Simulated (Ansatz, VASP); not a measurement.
**Two plane-wave programs on RePbF6**

```
Re Pb F
1.0
     4.51226    0.00000    0.00000
     0.00000    4.51226    0.00000
     0.00000    0.00000    4.51226
Re Pb F
1 1 6
Direct
  0.50000 0.50000 0.50000
  0.00000 0.00000 0.00000
  0.00000 0.50000 0.74024
  0.50000 0.25976 0.00000
  0.74024 0.00000 0.50000
  0.00000 0.50000 0.25976
  0.50000 0.74024 0.00000
  0.25976 0.00000 0.50000
```

Change from the starting cell: species swapped into the Nb6SnGe type (Pm-3, No. 200).

Alike in both runs: functional PBE; k mesh 4 × 4 × 4; occupations gaussian, width 0.1 eV; collinear spin.

Ansatz relaxed the structure, and its values are those at the end. VASP's run is a single point on that final structure, the one shown.

|  | VASP | Ansatz |
| --- | --- | --- |
| version | VASP 6.6.1 | Ansatz 0.2.0 |
| potentials or method | VASP PAW PBE potentials, release 64 (Re, Pb_d, F), cutoff 520 eV | scalar-relativistic, plane waves, PAW |
| valence electrons in the cell | 63 | 71 |

|  | VASP | Ansatz | Ansatz less VASP |
| --- | --- | --- | --- |
| gap on the k mesh at the Fermi level (eV) | none | none | - |
| pressure (GPa) | -0.5 | 0.0 | +0.48 |
| rms of the force components (eV/Å) | 0.010 | 0.000 | -0.0094 |
| net moment per atom (μB) | 0.40 | 0.40 | -0.002 |
| size of the moment on the site where the two differ most (μB) | 2.95 | 2.47 | -0.479 |

Site moments also hang on the region over which each program counts them. A gap of «none» marks a metal or a gap that the smearing closes. VASP's potentials hold 63 valence electrons a cell and Ansatz's 71, so a difference there can come from the potentials and not from the codes.

Spin-orbit coupling is off throughout.
